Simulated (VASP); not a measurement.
# Ta (R-3m) in VASP: notebook

Ta is run at these levels: PBEsol; tasks: single point.

Everything below comes from runs of VASP 6.6.1. Logs are shortened: lines on timing, memory, paths and dates and some standing lists are left out, and cuts for length are marked.

## (1) The cell of the first run

Symmetry: R-3m, No. 166, trigonal system. Conventional cell: a = 4.931 Å, b = 4.931 Å, c = 2.566 Å, α = 90.00°, β = 90.00°, γ = 120.00°. Ta (site symmetry -3m) has 14 Ta at 2.57 to 3.32 Å within 3.4 Å.

## (2) Single point, PBEsol

INCAR

```
SYSTEM = Ta
PREC = Accurate ; ENCUT = 520
EDIFF = 1E-7 ; ISMEAR = 0
SIGMA = 0.15 ; LREAL = .False.
LASPH = .True. ; NELM = 100
ALGO = Fast ; ISIF = 2
LWAVE = .False. ; LCHARG = .False.
GGA = PS ; NBANDS = 12
```

KPOINTS

```
Automatic mesh
0
Gamma
  22 22 22
  0 0 0
```

POSCAR

```
Ta
1.0
   -1.8303622268      1.6560420147      1.6560420147
    1.6560420147     -1.8303622268      1.6560420147
    1.6560420147      1.6560420147     -1.8303622268
Ta
1
Direct
    0.0000000000      0.0000000000      0.0000000000
```

Potentials or basis: VASP PAW PBE potentials, release 64 (Ta_pv).

Launch:

```bash
> cat potpaw_PBE.64/Ta_pv/POTCAR > POTCAR
> mpirun -np 1 vasp_std > vasp.out
```

OUTCAR:

```text
SYSTEM = Ta
   PREC = Accurate
   ENCUT = 520
   EDIFF = 1E-7
   ISMEAR = 0
   LREAL = .False.
   LASPH = .True.
   NELM = 100
   ISIF = 2
   GGA = PS

 ion  position               nearest neighbor table
   1  0.000  0.000  0.000-

  LATTYP: Found a trigonal (rhomboedric) cell.
 ALAT       =     2.9724024274
 COS(alpha) =    -0.3757523646

  Lattice vectors:

 A1 = (  -1.8303622268,   1.6560420147,   1.6560420147)
 A2 = (   1.6560420147,  -1.8303622268,   1.6560420147)
 A3 = (   1.6560420147,   1.6560420147,  -1.8303622268)

Analysis of symmetry for initial positions (statically):
=====================================================================
 Subroutine PRICEL returns:
 Original cell was already a primitive cell.

 Routine SETGRP: Setting up the symmetry group for a
 trigonal (rhombohedral) supercell.

 Subroutine GETGRP returns: Found 12 space group operations
 (whereof 12 operations were pure point group operations)
 out of a pool of 12 trial point group operations.

The static configuration has the point symmetry D_3d.

Analysis of symmetry for dynamics (positions and initial velocities):
=====================================================================
 Subroutine PRICEL returns:
 Original cell was already a primitive cell.

 Routine SETGRP: Setting up the symmetry group for a
 trigonal (rhombohedral) supercell.

 Subroutine GETGRP returns: Found 12 space group operations
 (whereof 12 operations were pure point group operations)
 out of a pool of 12 trial point group operations.

The dynamic configuration has the point symmetry D_3d.

 Subroutine INISYM returns: Found 12 space group operations
 (whereof 12 operations are pure point group operations),
 and found     1 'primitive' translations

----------------------------------------------------------------------------------------

                                     Primitive cell

  volume of cell :      18.0104

  direct lattice vectors                    reciprocal lattice vectors
    -1.830362227  1.656042015  1.656042015     0.033744526  0.320572998  0.320572998
     1.656042015 -1.830362227  1.656042015     0.320572998  0.033744526  0.320572998
     1.656042015  1.656042015 -1.830362227     0.320572998  0.320572998  0.033744526

  length of vectors
     2.972402427  2.972402427  2.972402427     0.454612788  0.454612788  0.454612788

  position of ions in fractional coordinates (direct lattice)
     0.000000000  0.000000000  0.000000000

  ion indices of the primitive-cell ions
   primitive index   ion index
                 1           1

----------------------------------------------------------------------------------------

 KPOINTS: Automatic mesh

Automatic generation of k-mesh.
 Grid dimensions read from file:
 generate k-points for:   22   22   22

 Generating k-lattice:

  Cartesian coordinates                     Fractional coordinates (reciprocal lattice)
     0.001533842  0.014571500  0.014571500     0.045454545 -0.000000000 -0.000000000
     0.014571500  0.001533842  0.014571500    -0.000000000  0.045454545 -0.000000000
     0.014571500  0.014571500  0.001533842    -0.000000000 -0.000000000  0.045454545

  Length of vectors
     0.020664218  0.020664218  0.020664218

  Shift w.r.t. Gamma in fractional coordinates (k-lattice)
     0.000000000  0.000000000  0.000000000

 Subroutine IBZKPT returns following result:
 ===========================================

 Found   1024 irreducible k-points:

 Following reciprocal coordinates:
            Coordinates               Weight
  0.000000  0.000000  0.000000      1.000000
  0.045455 -0.000000 -0.000000      6.000000
  0.090909 -0.000000 -0.000000      6.000000
  0.136364  0.000000  0.000000      6.000000
  0.181818 -0.000000 -0.000000      6.000000
  0.227273  0.000000  0.000000      6.000000
[... 16 lines left out ...]
  0.500000  0.045455 -0.000000     12.000000
 -0.454545  0.045455  0.000000     12.000000
 [... further k-points ...]
   k-points           NKPTS =   1024   k-points in BZ     NKDIM =   1024   number of bands    NBANDS=     12
   number of dos      NEDOS =    301   number of ions     NIONS =      1
   total plane-waves  NPLWV =  13824
   dimension x,y,z NGX =    24 NGY =   24 NGZ =   24
   dimension x,y,z NGXF=    48 NGYF=   48 NGZF=   48
   ions per type =               1
   NGX,Y,Z   is equivalent  to a cutoff of  13.42, 13.42, 13.42 a.u.
   NGXF,Y,Z  is equivalent  to a cutoff of  26.85, 26.85, 26.85 a.u.
 SYSTEM =  Ta
   PREC   = accura    normal or accurate (medium, high low for compatibility)
   ISTART =      0    job   : 0-new  1-cont  2-samecut
   ICHARG =      2    charge: 1-file 2-atom 10-const
   ISPIN  =      1    spin polarized calculation?
   LNONCOLLINEAR =      F non collinear calculations
   LSORBIT =      F    spin-orbit coupling
   LASPH  =      T    aspherical Exc in radial PAW
   ENCUT  =  520.0 eV  38.22 Ry    6.18 a.u.   5.53  5.53  5.53*2*pi/ulx,y,z
   NELM   =    100;   NELMIN=  2; NELMDL= -5     # of ELM steps
   EDIFF  = 0.1E-06   stopping-criterion for ELM
   LREAL  =      F    real-space projection
   EDIFFG = 0.1E-05   stopping-criterion for IOM
   NSW    =      0    number of steps for IOM
   IBRION =     -1    ionic relax: 0-MD 1-quasi-New 2-CG
   NFREE  =      0    steps in history (QN), initial steepest desc. (CG)
   ISIF   =      2    stress and relaxation
   ISYM   =      2    0-nonsym 1-usesym 2-fastsym
   POTIM  = 0.5000    time-step for ionic-motion
   TEBEG  =    0.0;   TEEND  =   0.0 temperature during run
   PSTRESS=    0.0 pullay stress
   NELECT =      11.0000    total number of electrons
   NUPDOWN=      -1.0000    fix difference up-down
   EMIN   =  10.00;   EMAX   =-10.00  energy-range for DOS
   EFERMI =   0.00;   METHOD = LEGACY
   ISMEAR =     0;   SIGMA  =   0.15  broadening in eV -4-tet -1-fermi 0-gaus
   EFERMI_NEDOS =   21; number of points for ismear=-14 and -15
   IALGO  =     68    algorithm
   IMIX   =      4    mixing-type and parameters
     AMIX     =   0.40;   BMIX     =  1.00
     AMIX_MAG =   1.60;   BMIX_MAG =  1.00
  volume/ion in A,a.u.               =      18.01       121.54
  Fermi-wavevector in a.u.,A,eV,Ry     =   1.388988  2.624806 26.249534  1.929286
  Thomas-Fermi vector in A             =   2.513061
   LORBIT       =      0    0 simple, 1 ext, 2 COOP (PROOUT), +10 PAW based schemes
   GGA     = PS    functional components
   LHFCALC =     F    Hartree Fock is set to
   AEXX    =    0.0000 exact exchange contribution
   IVDW    =     0    specifies the selected vdW correction
   LEPSILON=     F    determine dielectric tensor
   LRPA    =     F    only Hartree local field effects (RPA)
 non-spin polarized calculation
 RMM-DIIS sequential band-by-band and
 Gauss-broadening in eV      SIGMA  =   0.15
  energy-cutoff  :      520.00
  volume of cell :       18.01
 maximum number of plane-waves:       498
 NGX is ok and might be reduce to    24

 number of electron      10.9999999 magnetization

 Free energy of the ion-electron system (eV)
  ---------------------------------------------------
  ext. energy  EPLUGINS =         0.00000000
  ---------------------------------------------------
  free energy    TOTEN  =       -12.41999043 eV

  energy without entropy =      -12.40777931  energy(sigma->0) =      -12.41388487

 E-fermi :   5.4618     XC(G=0): -12.7009

 val. band max:        5.4608727353   @ k =  -0.1818   0.5000   0.1364
 cond. band min:       5.4620051387   @ k =  -0.1364   0.3182   0.0909
 fundamental gap:      0.0011324034
 Fermi energy:         5.4617859073

 k-point     1 :       0.0000    0.0000    0.0000
  band No.  band energies     occupation
      1     -27.8898      2.00000
      2     -27.8898      2.00000
      3     -27.1954      2.00000
      4      -2.5630      2.00000
      5       4.3151      2.00000
      6       6.2552      0.00000
      7       6.2552      0.00000
      8      10.2243      0.00000
      9      10.2243      0.00000
     10      18.4596      0.00000
     11      21.4925      0.00000
     12      21.4925      0.00000

 k-point     2 :       0.0455   -0.0000   -0.0000
  band No.  band energies     occupation
      1     -27.8966      2.00000
      2     -27.8876      2.00000
      3     -27.2426      2.00000
      4      -2.4559      2.00000
      5       4.4273      2.00000
      6       6.2164      0.00000
      7       6.3084      0.00000
      8       9.9863      0.00000
      9      10.1198      0.00000
     10      18.5779      0.00000
     11      21.7475      0.00000
     12      21.8415      0.00000

 k-point     3 :       0.0909   -0.0000   -0.0000
  band No.  band energies     occupation
      1     -27.9169      2.00000
      2     -27.8809      2.00000
      3     -27.3778      2.00000
      4      -2.1442      2.00000
      5       4.7541      2.00000
      6       6.1002      0.00000
      7       6.4678      0.00000
      8       9.3776      0.00000
      9       9.8484      0.00000
     10      18.9183      0.00000
     11      20.0246      0.00000
     12      22.4652      0.00000
[... 286 lines left out ...]
 k-point    23 :       0.5000    0.0455   -0.0000
  band No.  band energies     occupation
      1     -29.2666      2.00000
      2     -28.1450      2.00000
      3     -27.7875      2.00000
      4       1.1402      2.00000
      5       3.9543      2.00000
      6       7.5991      0.00000
      7       8.6143      0.00000
      8       9.3046      0.00000
      9      12.8907      0.00000
     10      16.8728      0.00000
     11      19.2579      0.00000
     12      20.0769      0.00000

 k-point    24 :      -0.4545    0.0455    0.0000
  band No.  band energies     occupation
      1     -29.1628      2.00000
      2     -28.1448      2.00000
      3     -27.7956      2.00000
      4       1.1563      2.00000
      5       4.0571      2.00000
      6       7.0246      0.00000
      7       8.8615      0.00000
      8       9.2062      0.00000
      9      12.4579      0.00000
     10      17.2243      0.00000
     11      18.8218      0.00000
     12      20.0594      0.00000

 [... further k-points ...]
[... 5 lines left out ...]
  --------------------------------------------------------------------------------------
  -------------------------------------------------------------------------------------
  Total       -0.0322242     -0.0322242     -0.0322242      0.9801586      0.9801586      0.9801586
  in kB       -2.8666251     -2.8666251     -2.8666251     87.1936380     87.1936380     87.1936380
  external PRESSURE =      -2.8666251 kB  Pullay stress =       0.0000000 kB

 VOLUME and BASIS-vectors are now :
 -----------------------------------------------------------------------------
  energy-cutoff  :      520.00
  volume of cell :       18.01
      direct lattice vectors                 reciprocal lattice vectors
    -1.830362227  1.656042015  1.656042015     0.033744526  0.320572998  0.320572998
     1.656042015 -1.830362227  1.656042015     0.320572998  0.033744526  0.320572998
     1.656042015  1.656042015 -1.830362227     0.320572998  0.320572998  0.033744526

 POSITION                                       TOTAL-FORCE (eV/Angst)
 -----------------------------------------------------------------------------------
      0.00000      0.00000      0.00000         0.000000     -0.000000      0.000000
 -----------------------------------------------------------------------------------
    total drift:                                0.000000      0.000000     -0.000000

  FREE ENERGIE OF THE ION-ELECTRON SYSTEM (eV)
  ---------------------------------------------------
  free  energy   TOTEN  =       -12.4199904292 eV

  energy  without entropy=      -12.4077793059  energy(sigma->0) =      -12.41388487
```

It took 76 s on 1 thread of Intel Xeon 6975P-C (Granite Rapids), shared host; peak memory 0.32 GiB.

Results:

* Free energy: -12.4200 eV
* Pressure: -0.3 GPa

Stress tensor (GPa, compression positive):
```
-0.29  8.72  8.72
 8.72 -0.29  8.72
 8.72  8.72 -0.29
```

Levels at points of the mesh, in eV from the Fermi level:
```
           k point  band 2  band 3  band 4  band 5  band 6  band 7  band 8  band 9  band 10  band 11
(0.00, 0.00, 0.00)  -33.35  -32.66   -8.02   -1.15    0.79    0.79    4.76    4.76    13.00    16.03
(0.50, 0.00, 0.00)  -33.60  -33.24   -4.38   -1.53    2.43    3.11    3.67    7.45    11.21    14.29
(0.50, 0.50, 0.00)  -33.57  -32.72   -4.66   -2.23    0.70    5.01    5.60    7.11    10.02    11.87
(0.50, 0.50, 0.50)  -33.78  -33.78   -3.99   -3.99    5.61    5.61    8.12    8.12     8.22    10.08
```

Caveat: the PAW data sets were made with another functional, which shifts forces and pressure a little; spin-orbit coupling is left out, which moves the levels of the heavy elements.

## (3) Single point, PBEsol

This run uses another cell than the first one, of the same volume but with other edges.

INCAR

```
ALGO = Fast
EDIFF = 1E-6
ENCUT = 520
GGA = PS
ISIF = 2
ISMEAR = 0
LASPH = T
LCHARG = F
LREAL = F
LWAVE = F
NBANDS = 12
NELM = 100
PREC = Accurate
SIGMA = 0.15
```

KPOINTS

```
k-points
0
Gamma
  22 22 22
```

POSCAR

```
Ta
1.0
   -1.4503197089      1.6575082387      1.6575082387
    1.6575082387     -1.4503197089      1.6575082387
    1.6575082387      1.6575082387     -1.4503197089
Ta
1
Direct
    0.0000000000      0.0000000000      0.0000000000
```

Potentials or basis: VASP PAW PBE potentials, release 64 (Ta_pv).

Launch:

```bash
> cat potpaw_PBE.64/Ta_pv/POTCAR > POTCAR
> mpirun -np 1 vasp_std > vasp.out
```

Wall time 61 s (1 thread of Intel Xeon 6975P-C (Granite Rapids), shared host); peak memory 0.32 GiB.

It converged, with:

- Free energy: -12.4149 eV
- Pressure: -1.1 GPa

Stress tensor (GPa, compression positive):
```
-1.08 -6.20 -6.20
-6.20 -1.08 -6.20
-6.20 -6.20 -1.08
```

Levels at points of the mesh, in eV from the Fermi level:
```csv
k point,band 4,band 5,band 6,band 7,band 8,band 9
"(0.00, 0.00, 0.00)",-7.89,-0.63,-0.63,2.74,4.70,4.70
"(0.50, 0.00, 0.00)",-4.43,-1.79,0.87,4.68,5.32,6.21
"(0.50, 0.50, 0.00)",-4.31,-1.63,2.62,3.74,4.08,8.66
"(0.50, 0.50, 0.50)",-3.79,-3.79,3.82,7.76,8.19,8.19
```

Caveat: the PAW data sets were made with another functional, which shifts forces and pressure a little; spin-orbit coupling is left out, which moves the levels of the heavy elements.

## (4) Single point, PBEsol

This run uses another cell than the first one, of the same volume but with other edges.

INCAR

```
SYSTEM = Ta
PREC     = Accurate       ! precision mode
ENCUT    = 520            ! plane-wave cutoff, eV
EDIFF    = 1E-6           ! SCF threshold, eV
ISMEAR   = 0              ! smearing method
SIGMA    = 0.15           ! smearing width, eV
LREAL    = .FALSE.        ! projectors in reciprocal space
LASPH    = .TRUE.         ! aspherical terms in the spheres
NELM     = 100            ! most SCF steps
ALGO     = Fast           ! electronic algorithm
ISIF     = 2              ! what is computed and relaxed
LWAVE    = .FALSE.        ! write WAVECAR
LCHARG   = .TRUE.         ! write CHGCAR
GGA      = PS             ! functional
LELF     = .TRUE.         ! ELF
LVHAR    = .TRUE.       
NBANDS   = 12             ! bands
```

KPOINTS

```
Automatic mesh
0
G
  22 22 22
  0 0 0
```

POSCAR

```
Ta
1.0
   -1.0607450041      1.7064158762      1.7064158762
    1.7064158762     -1.0607450041      1.7064158762
    1.7064158762      1.7064158762     -1.0607450041
Ta
1
Direct
    0.0000000000      0.0000000000      0.0000000000
```

Launch:

```bash
> cat potpaw_PBE.64/Ta_pv/POTCAR > POTCAR
> mpirun -np 1 vasp_std > vasp.out
```

Wall time 61 s (1 thread of Intel Xeon 6975P-C (Granite Rapids), shared host); peak memory 0.3 GiB.

It converged, with:

* Free energy: -11.5140 eV
* Pressure: 15.0 GPa

Stress tensor (GPa, compression positive):
```
 15.00 -10.38 -10.38
-10.38  15.00 -10.38
-10.38 -10.38  15.00
```

Levels at points of the mesh, in eV from the Fermi level:
```
           k point  band 4  band 5  band 6  band 7  band 8  band 9
(0.00, 0.00, 0.00)   -7.87   -2.92   -2.92    6.19    6.80    6.80
(0.50, 0.00, 0.00)   -4.16   -2.06    0.19    2.75    3.18    7.11
(0.50, 0.50, 0.00)   -4.81   -1.76    3.30    3.96    4.77    7.24
(0.50, 0.50, 0.50)   -3.47   -3.47   -1.51    7.37   10.18   10.18
```

Caveat: the PAW data sets were made with another functional, which shifts forces and pressure a little; spin-orbit coupling is left out, which moves the levels of the heavy elements.

## (5) The runs side by side

| cell | further INCAR settings | gap on the mesh (eV) | pressure (GPa) |
| --- | --- | --- | --- |
| a = 2.972 Å, angles 112.1°, 1 atom | ALGO = Fast; EDIFF = 1e-07; NBANDS = 12 | none | -0.3 |
| a = 2.756 Å, angles 105.7°, 1 atom | ALGO = Fast; EDIFF = 1e-06; NBANDS = 12 | none | -1.1 |
| a = 2.636 Å, angles 95.9°, 1 atom | ALGO = Fast; EDIFF = 1e-06; NBANDS = 12 | none | 15.0 |

Alike in all rows: task single point; level PBEsol; potentials or basis VASP PAW PBE potentials, release 64 (Ta_pv); no spin polarisation; k mesh 22 × 22 × 22; cutoff (eV) 520; smearing gaussian 0.15 eV.

Caveats: the PAW data sets were made with another functional, which shifts forces and pressure a little; spin-orbit coupling is left out, which moves the levels of the heavy elements.

Total energies depend on the potentials used, so only differences within one code and one set of settings carry meaning.
